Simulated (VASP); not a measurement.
Y: single point with PBEsol

Crystal: Y.

```
Y
1.0
     0.00000    2.68380    2.28620
     2.68380    0.00000    2.28620
     2.68380    2.68380    0.00000
Y
1
Direct
  0.00000 0.00000 0.00000
```

This cell differs from its parent crystal: strain +0.080 along x and y, -0.080 along z.

```json
{"Program": "VASP 6.6.1", "Task": "single point", "Functional": "PBEsol", "Potentials or basis": "VASP PAW PBE potentials, release 64 (Y_sv)", "Cutoff": "520 eV", "k mesh": "16 × 16 × 16", "Occupations": "gaussian, width 0.15 eV", "Spin": "no spin polarisation"}
```

```json
{
  "Pressure": "-2.5 GPa"
}
```

Stress tensor (GPa, compression positive):
```
-3.52  0.00  0.00
 0.00 -3.52  0.00
 0.00  0.00 -0.46
```

Levels at points of the mesh, in eV from the Fermi level:
| k point | band 3 | band 4 | band 5 | band 6 | band 7 | band 8 |
| --- | --- | --- | --- | --- | --- | --- |
| (0.00, 0.00, 0.00) | -22.39 | -22.39 | -4.77 | 1.49 | 1.49 | 2.61 |
| (0.50, 0.00, 0.00) | -22.52 | -22.41 | -1.99 | 0.62 | 0.86 | 2.43 |
| (0.50, 0.50, 0.00) | -22.68 | -22.68 | -1.59 | -1.14 | 3.45 | 5.15 |
| (0.50, 0.00, 0.50) | -22.60 | -22.47 | -1.84 | -0.59 | 1.40 | 4.74 |

Run time: 2.5 min on 1 thread of AMD EPYC 7R13 Processor (Zen 3), with other jobs on the host, peak memory 0.26 GiB.

Caveat: the cell differs from its parent crystal (strain +0.080 along x and y, -0.080 along z); the PAW data sets were made with another functional, which shifts forces and pressure a little.
